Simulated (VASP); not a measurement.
# Mn3Sn (P6_3/mmc) in VASP: single point with PBEsol

Aim: the single point of Mn3Sn with PBEsol.

Program: VASP 6.6.1. These are calculated values, not measurements. Logs are shortened: lines on timing, memory, paths and dates and some standing lists are left out, and cuts for length are marked.

## Step 1: The cell of the first run

The structure is hexagonal, space group P6_3/mmc (No. 194). Conventional cell: a = 5.554 Å, b = 5.554 Å, c = 4.438 Å, α = 90.00°, β = 90.00°, γ = 120.00°. Within 3.6 Å of Sn (site symmetry -6m2) lie 12 Mn at 2.74 to 2.78 Å. Within 3.6 Å of Mn (site symmetry mm2) lie 4 Sn at 2.74 to 2.78 Å and 8 Mn at 2.74 to 2.78 Å.

## Step 2: Single point, PBEsol, collinear spin, ferromagnetic start

INCAR

```
  PREC = Accurate
  ENCUT = 520
  EDIFF = 1E-7
  ISMEAR = -1
  SIGMA = 0.05
  LREAL = False
  LASPH = True
  NELM = 150
  ALGO = Normal
  ISIF = 2
  LWAVE = False
  LCHARG = False
  ISPIN = 2
  MAGMOM = 0 0 4 4 4 4 4 4
  LORBIT = 11
  LMAXMIX = 4
  GGA = PS
  NBANDS = 67
```

KPOINTS

```
Automatic mesh
0
Gamma
  6 6 6
```

POSCAR

```
Mn3Sn
1.0
    5.5542532364      0.0000000000      0.0000000000
   -2.7771266182      4.8101244018      0.0000000000
    0.0000000000      0.0000000000      4.4375250725
Sn Mn
2 6
Direct
    0.6666666667      0.3333333333      0.7500000000
    0.3333333333      0.6666666667      0.2500000000
    0.6659999999      0.8330000000      0.7500000000
    0.8330000000      0.1670000001      0.2500000000
    0.1670000001      0.3340000001      0.7500000000
    0.3340000001      0.1670000001      0.2500000000
    0.1670000001      0.8330000000      0.7500000000
    0.8330000000      0.6659999999      0.2500000000
```

Potentials or basis: VASP PAW PBE potentials, release 64 (Sn_d, Mn_pv).

Run with:

```console
$ cat potpaw_PBE.64/Sn_d/POTCAR potpaw_PBE.64/Mn_pv/POTCAR > POTCAR
$ mpirun -np 1 vasp_std > vasp.out
```

OUTCAR:

```text
PREC = Accurate
   ENCUT = 520
   EDIFF = 1E-7
   ISMEAR = -1
   LREAL = False
   LASPH = True
   NELM = 150
   ISIF = 2
   ISPIN = 2
   LORBIT = 11
   GGA = PS

 ion  position               nearest neighbor table
   1  0.667  0.333  0.750-   4 2.74   4 2.74   6 2.74   6 2.74   8 2.74   8 2.74   3 2.78   7 2.78
                             5 2.78   5 2.78   7 2.78   3 2.78
   2  0.333  0.667  0.250-   7 2.74   7 2.74   3 2.74   3 2.74   5 2.74   5 2.74   8 2.78   4 2.78
                             6 2.78   6 2.78   4 2.78   8 2.78
   3  0.666  0.833  0.750-   2 2.74   2 2.74   4 2.74   4 2.74   8 2.74   8 2.74   7 2.77   5 2.77
                             1 2.78   1 2.78   5 2.78   7 2.78
   4  0.833  0.167  0.250-   1 2.74   1 2.74   5 2.74   5 2.74   3 2.74   3 2.74   8 2.77   6 2.77
                             2 2.78   2 2.78   6 2.78   8 2.78
   5  0.167  0.334  0.750-   2 2.74   2 2.74   6 2.74   6 2.74   4 2.74   4 2.74   3 2.77   7 2.77
                             1 2.78   1 2.78   7 2.78   3 2.78
   6  0.334  0.167  0.250-   1 2.74   1 2.74   5 2.74   5 2.74   7 2.74   7 2.74   8 2.77   4 2.77
                             2 2.78   2 2.78   4 2.78   8 2.78
   7  0.167  0.833  0.750-   2 2.74   2 2.74   8 2.74   8 2.74   6 2.74   6 2.74   3 2.77   5 2.77
                             1 2.78   1 2.78   5 2.78   3 2.78
   8  0.833  0.666  0.250-   1 2.74   1 2.74   7 2.74   7 2.74   3 2.74   3 2.74   4 2.77   6 2.77
                             2 2.78   2 2.78   6 2.78   4 2.78

  LATTYP: Found a hexagonal cell.
 ALAT       =     5.5542532364
 C/A-ratio  =     0.7989417989

  Lattice vectors:

 A1 = (   5.5542532364,   0.0000000000,   0.0000000000)
 A2 = (  -2.7771266182,   4.8101244018,   0.0000000000)
 A3 = (   0.0000000000,   0.0000000000,   4.4375250725)

Analysis of symmetry for initial positions (statically):
=====================================================================
 Subroutine PRICEL returns:
 Original cell was already a primitive cell.

 Routine SETGRP: Setting up the symmetry group for a
 hexagonal supercell.

 Subroutine GETGRP returns: Found 24 space group operations
 (whereof 12 operations were pure point group operations)
 out of a pool of 24 trial point group operations.

The static configuration has the point symmetry D_3d.
 The point group associated with its full space group is D_6h.

Analysis of symmetry for dynamics (positions and initial velocities):
=====================================================================
 Subroutine PRICEL returns:
 Original cell was already a primitive cell.

 Routine SETGRP: Setting up the symmetry group for a
 hexagonal supercell.

 Subroutine GETGRP returns: Found 24 space group operations
 (whereof 12 operations were pure point group operations)
 out of a pool of 24 trial point group operations.

The dynamic configuration has the point symmetry D_3d.
 The point group associated with its full space group is D_6h.

[... 176 lines left out ...]
 cond. band min:       9.5025986846   @ k =   0.3333   0.0000   0.3333
 fundamental gap:      0.0366663048
 Fermi energy:         9.5025128458

 spin component 1

 k-point     1 :       0.0000    0.0000    0.0000
  band No.  band energies     occupation
      1     -39.5588      1.00000
      2     -39.5441      1.00000
      3     -39.5441      1.00000
      4     -39.5177      1.00000
      5     -39.5177      1.00000
      6     -39.4938      1.00000
[... 1621 lines left out ...]
     64       9.6371      0.06348
     65      10.0734      0.00001

 [... further k-points ...]

 spin component 2

 k-point     1 :       0.0000    0.0000    0.0000
  band No.  band energies     occupation
      1     -36.4660      1.00000
      2     -36.4320      1.00000
      3     -36.4183      1.00000
      4     -36.4183      1.00000
      5     -36.3939      1.00000
      6     -36.3939      1.00000
[... 1621 lines left out ...]
     64      12.0768      0.00000
     65      12.5838      0.00000

 [... further k-points ...]

 [bands above 65 left out]

------------------------ aborting loop because EDIFF is reached ----------------------------------------

  FORCE on cell =-STRESS in cart. coord.  units (eV):
  Direction    XX          YY          ZZ          XY          YZ          ZX
  --------------------------------------------------------------------------------------
  -------------------------------------------------------------------------------------
  Total       -3.0741885     -3.0741885     -1.5758504     -0.0000000      0.0000000      0.0000000
  in kB      -41.5449533    -41.5449533    -21.2962323     -0.0000000      0.0000000      0.0000000
  external PRESSURE =     -34.7953796 kB  Pullay stress =       0.0000000 kB

 VOLUME and BASIS-vectors are now :
 -----------------------------------------------------------------------------
  energy-cutoff  :      520.00
  volume of cell :      118.56
      direct lattice vectors                 reciprocal lattice vectors
     5.554253236  0.000000000  0.000000000     0.180042205  0.103947416  0.000000000
    -2.777126618  4.810124402  0.000000000     0.000000000  0.207894831  0.000000000
     0.000000000  0.000000000  4.437525072     0.000000000  0.000000000  0.225350839

 POSITION                                       TOTAL-FORCE (eV/Angst)
 -----------------------------------------------------------------------------------
      2.77713      1.60337      3.32814         0.000000      0.000000     -0.000000
     -0.00000      3.20675      1.10938         0.000000      0.000000      0.000000
      1.38579      4.00683      3.32814         0.529827      0.305895      0.000000
      4.16291      0.80329      1.10938         0.529827     -0.305895      0.000000
      0.00000      1.60658      3.32814         0.000000     -0.611791      0.000000
      1.39134      0.80329      1.10938        -0.529827     -0.305895     -0.000000
     -1.38579      4.00683      3.32814        -0.529827      0.305895     -0.000000
      2.77713      3.20354      1.10938        -0.000000      0.611791     -0.000000
 -----------------------------------------------------------------------------------
    total drift:                               -0.000001     -0.000000      0.000000

  FREE ENERGIE OF THE ION-ELECTRON SYSTEM (eV)
  ---------------------------------------------------
  free  energy   TOTEN  =       -64.7373550534 eV

  energy  without entropy=      -64.6805215244  energy(sigma->0) =      -64.70893829

 total charge

# of ion       s       p       d       tot
------------------------------------------
    1        1.085   1.404  10.078  12.567
    2        1.085   1.404  10.078  12.567
    3        0.310   6.252   5.089  11.651
    4        0.310   6.252   5.089  11.651
    5        0.310   6.252   5.089  11.651
    6        0.310   6.252   5.089  11.651
    7        0.310   6.252   5.089  11.651
    8        0.310   6.252   5.089  11.651
--------------------------------------------------
tot          4.028  40.321  50.688  95.037

 magnetization (x)

# of ion       s       p       d       tot
------------------------------------------
    1       -0.031  -0.161   0.020  -0.172
    2       -0.031  -0.161   0.020  -0.172
    3        0.002   0.015   2.934   2.952
    4        0.002   0.015   2.934   2.952
    5        0.002   0.015   2.934   2.952
    6        0.002   0.015   2.934   2.952
    7        0.002   0.015   2.934   2.952
    8        0.002   0.015   2.934   2.952
--------------------------------------------------
tot         -0.047  -0.233  17.646  17.366
```

OSZICAR:

```text
N       E                     dE             d eps       ncg     rms          rms(c)
DAV:   1     0.144538123163E+04    0.14454E+04   -0.56100E+04  7632   0.244E+03
DAV:   2     0.124219322450E+03   -0.13212E+04   -0.12837E+04  7504   0.706E+02
DAV:   3    -0.573611695747E+02   -0.18158E+03   -0.16914E+03  7589   0.237E+02
DAV:   4    -0.695037412139E+02   -0.12143E+02   -0.11738E+02  9051   0.624E+01
DAV:   5    -0.699005345314E+02   -0.39679E+00   -0.39441E+00  9177   0.120E+01    0.302E+01
DAV:   6    -0.655381406479E+02    0.43624E+01   -0.77751E+01  8054   0.469E+01    0.189E+01
DAV:   7    -0.647901309366E+02    0.74801E+00   -0.11202E+01  7889   0.201E+01    0.718E+00
DAV:   8    -0.647797277166E+02    0.10403E-01   -0.52966E-01  8621   0.301E+00    0.330E+00
DAV:   9    -0.647376921881E+02    0.42036E-01   -0.14880E-01  8720   0.184E+00    0.106E+00
DAV:  10    -0.647375597705E+02    0.13242E-03   -0.23918E-02  7984   0.100E+00    0.372E-01
DAV:  11    -0.647372448255E+02    0.31495E-03   -0.26293E-03 10161   0.330E-01    0.162E-01
DAV:  12    -0.647373601006E+02   -0.11528E-03   -0.15992E-04  8499   0.821E-02    0.765E-02
DAV:  13    -0.647373564623E+02    0.36384E-05   -0.37834E-05  8439   0.411E-02    0.171E-02
DAV:  14    -0.647373556706E+02    0.79167E-06   -0.31719E-06  8593   0.120E-02    0.549E-03
DAV:  15    -0.647373553442E+02    0.32641E-06   -0.41679E-07  6551   0.474E-03    0.193E-03
DAV:  16    -0.647373550495E+02    0.29468E-06   -0.90274E-08  3994   0.198E-03    0.534E-04
DAV:  17    -0.647373550534E+02   -0.39327E-08   -0.22228E-08  3944   0.978E-04
   1 F= -.64737355E+02 E0= -.64708938E+02  d E =-.568335E-01  mag=    17.9362
```

Wall time 12 min (1 thread of Oxide Virtual Turin-like, shared host); peak memory 0.44 GiB.

Results:

| Property | Result |
| --- | --- |
| Free energy | -64.7374 eV |
| Pressure | -3.5 GPa |
| Largest force | 0.612 eV/Å |
| Net moment | 17.94 μB per cell |
| Site moments | Sn -0.17; Mn +2.95 μB |
| Valence electrons inside the program's atomic spheres | Sn 12.57; Mn 11.65 |

Forces on the atoms (eV/Å):
```
Sn   0.000  0.000  0.000
Sn   0.000  0.000  0.000
Mn   0.530  0.306  0.000
Mn   0.530 -0.306  0.000
Mn   0.000 -0.612  0.000
Mn  -0.530 -0.306  0.000
Mn  -0.530  0.306  0.000
Mn   0.000  0.612  0.000
```

Caveat: the cell stands under tension; the PAW data sets were made with another functional, which shifts forces and pressure a little; spin-orbit coupling is left out, which moves the levels of the heavy elements.
